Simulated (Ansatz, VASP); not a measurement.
# One calculation of C, two programs

Contents of POSCAR:

```
C
1.0
   -2.1268362731     -1.2279462884      0.0110113261
    1.3968870171      0.0000000000     -3.5424027035
    5.9148798136     -8.5956240187      1.1477669229
C
10
Direct
    0.8333292192      0.1222094392      0.0666672544
    0.4333292192      0.1888761059      0.2666672544
    0.0333292192      0.2555427726      0.4666672544
    0.6333292192      0.3222094392      0.6666672544
    0.2333292192      0.3888761059      0.8666672544
    0.7666707808     -0.5888761059      0.9333327456
    0.3666707808      0.1444572274      0.1333327456
    0.9666707808      0.2111238941      0.3333327456
    0.5666707808      0.2777905608      0.5333327456
    0.1666707808      0.3444572274      0.7333327456
```

The input INCAR.step1:

```
SYSTEM = C
ALGO = Normal
EDIFF = 1E-4
ENCUT = 520
GGA = PE
ISMEAR = 0
LASPH = .True.
LCHARG = .False.
LREAL = .False.
LWAVE = .True.
NBANDS = 31
NELM = 80
PREC = Accurate
SIGMA = 0.05
```

The input INCAR.step2:

```
SYSTEM = C
ALGO = Normal
EDIFF = 1E-7
ENCUT = 520
ISIF = 2
ISMEAR = 0
ISTART = 1
LASPH = .True.
LCHARG = .True.
LELF = .True.
LMIXTAU = .True.
LREAL = .False.
LVHAR = .True.
LWAVE = .False.
METAGGA = R2SCAN
NBANDS = 31
NELM = 80
PREC = Accurate
SIGMA = 0.05
```

Contents of KPOINTS:

```
k-points
0
Gamma
  11 8 3
  0 0 0
```

Input for Ansatz:

```yaml
crystal:
  lattice:
    - [-2.1268362731, -1.2279462884, 0.0110113261]
    - [1.3968870171, 0.0, -3.5424027035]
    - [5.9148798136, -8.5956240187, 1.1477669229]
  atoms:
    - { symbol: C, position: [0.8333292192, 0.1222094392, 0.0666672544] }
    - { symbol: C, position: [0.4333292192, 0.1888761059, 0.2666672544] }
    - { symbol: C, position: [0.0333292192, 0.2555427726, 0.4666672544] }
    - { symbol: C, position: [0.6333292192, 0.3222094392, 0.6666672544] }
    - { symbol: C, position: [0.2333292192, 0.3888761059, 0.8666672544] }
    - { symbol: C, position: [0.7666707808, -0.5888761059, 0.9333327456] }
    - { symbol: C, position: [0.3666707808, 0.1444572274, 0.1333327456] }
    - { symbol: C, position: [0.9666707808, 0.2111238941, 0.3333327456] }
    - { symbol: C, position: [0.5666707808, 0.2777905608, 0.5333327456] }
    - { symbol: C, position: [0.1666707808, 0.3444572274, 0.7333327456] }
basis:
  ecutwfc: 500
kpoints:
  mp_grid: { grid: [11, 8, 3] }
hamiltonian:
  xc: r2scan
scf:
  occupations: { method: gaussian, width: 0.05 }
output:
  forces: true
  stress: true
  eigenvalues: true
```

Alike in both runs: task single point; functional r2SCAN; k mesh 11 × 8 × 3; occupations gaussian, width 0.05 eV; no spin polarisation.

|  | VASP | Ansatz |
| --- | --- | --- |
| version | VASP 6.6.1 | Ansatz 0.2.0 |
| potentials or method | VASP PAW PBE potentials, release 64 (C), cutoff 520 eV | scalar-relativistic, plane waves, PAW |
| valence electrons in the cell | 40 | 40 |

```tsv
	VASP	Ansatz	Ansatz less VASP
gap on the k mesh at the Fermi level (eV)	0.17	0.17	-0.001
least direct gap on the mesh (eV)	0.29	0.29	0.000
pressure (GPa)	-0.8	-1.4	-0.64
traceless stress, the component that is largest in VASP (GPa)	10.72	10.31	-0.406
rms of the force components (eV/Å)	1.640	1.642	+0.0022
```

VASP's potentials were made for PBE, not for r2SCAN. Atom by atom the forces differ by 0.017 eV/Å (rms over components). With one functional, cell and mesh, what is left measures potentials, basis and numerics.
